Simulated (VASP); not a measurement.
**BAs (zincblende type): single point with r2SCAN**

BAs (zincblende type):

```
B As
1.0
     0.00000    2.29208    2.29208
     2.29208    0.00000    2.29208
     2.29208    2.29208    0.00000
B As
1 1
Direct
  0.00000 0.00000 0.00000
  0.25000 0.25000 0.25000
```

This cell differs from its parent crystal: volume scaled by 0.88.

```json
{"Program": "VASP 6.6.1", "Task": "single point", "Functional": "r2SCAN", "Potentials or basis": "VASP PAW PBE potentials, release 64 (B, As)", "Cutoff": "520 eV", "k mesh": "15 × 15 × 15", "Occupations": "fermi-dirac, width 0.05 eV", "Spin": "no spin polarisation"}
```

```yaml
Pressure: 24.0 GPa
Band_gap_on_the_k_mesh: 1.23 eV, indirect (least direct gap 3.60 eV)
```

Levels at points of the mesh, in eV from the valence-band top:
```
           k point  band 1  band 2  band 3  band 4  band 5  band 6  band 7  band 8
(0.00, 0.00, 0.00)  -17.40    0.00    0.00    0.00    3.60    3.60    3.60    6.85
```

Wall time 38 s on 1 thread of Intel(R) Xeon(R) 6975P-C (Granite Rapids), with other jobs on the host, peak memory 0.17 GiB.

Caveat: the PAW data sets were made with another functional, which shifts forces and pressure a little. A k mesh can miss the band edges.
